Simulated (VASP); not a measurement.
Set up this calculation in VASP 6.6.1, as the native input.

```yaml
Task: single point
Functional: PBE
Potentials_or_basis: VASP PAW PBE potentials, release 64 (Cs_sv)
Cutoff: 520 eV
k_mesh: 8 × 8 × 8
Occupations: fermi-dirac, width 0.08 eV
Spin: no spin polarisation
Dipole_correction: no
Further_INCAR_settings: ALGO = Normal; EDIFF = 1e-07; NBANDS = 10
```

The structure of Cs lies in POSCAR:

```
Cs
1.0
    3.9052406293      0.0000000000      0.0000000000
   -1.9526203147      3.3820375929      0.0000000000
    0.0000000000      0.0000000000      3.6709261916
Cs
1
Direct
    0.0000000000      0.0000000000      0.0000000000
```

These files were run (other wordings do the same):

INCAR

```
  PREC = Accurate
  ENCUT = 520
  EDIFF = 1E-7
  ISMEAR = -1
  SIGMA = 0.08
  LREAL = False
  LASPH = True
  NELM = 60
  ALGO = Normal
  ISIF = 2
  LWAVE = False
  LCHARG = True
  GGA = PE
  LELF = True
  LVHAR = True
  NBANDS = 10
```

KPOINTS

```
regular mesh
0
Gamma
  8 8 8
```

Potentials or basis: VASP PAW PBE potentials, release 64 (Cs_sv).

Launch:

```bash
$ cat potpaw_PBE.64/Cs_sv/POTCAR > POTCAR
$ mpirun -np 1 vasp_std > vasp.out
```

Results of the run:

```
Pressure : 4.2 GPa
```

Run time: 11 s on 1 thread of Intel(R) Xeon(R) Platinum 8559C (Emerald Rapids), on a shared host, peak memory 0.17 GiB.
